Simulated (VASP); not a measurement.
Crystal: KI.

```
I K
1.0
     0.00000    3.53277    3.53277
     3.53277    0.00000    3.53277
     3.53277    3.53277    0.00000
I K
1 1
Direct
  0.50000 0.50000 0.50000
  0.00000 0.00000 0.00000
```

* Program: VASP 6.6.1
* Task: relaxation of cell and atoms
* Functional: PBE
* Potentials or basis: VASP PAW PBE potentials, release 64 (I, K_sv)
* Cutoff: 600 eV
* k mesh: 7 × 7 × 7
* Occupations: fermi-dirac, width 0.05 eV
* Spin: no spin polarisation

At the start: pressure 0.6 GPa; volume 44.09 Å³/atom.

Where does the relaxation end?

Over 3 steps the energy falls by 4.3 meV/atom and the volume is 46.61 Å³/atom (+5.7 %); space group Fm-3m (No. 225, to 0.1 Å) before and after.

The path:
| step | energy change (eV) | largest force (eV/Å) | pressure (GPa) | volume (Å³) |
| --- | --- | --- | --- | --- |
| 1 | 0.0000 | 0.0000 | 0.62 | 88.18 |
| 2 | -0.0063 | 0.0000 | 0.31 | 90.38 |
| 3 | -0.0085 | 0.0000 | -0.04 | 93.23 |

Final structure:
```
I K
1.0
     0.00000    3.59889    3.59889
     3.59889    0.00000    3.59889
     3.59889    3.59889    0.00000
I K
1 1
Direct
  0.50000 0.50000 0.50000
  0.00000 0.00000 0.00000
```
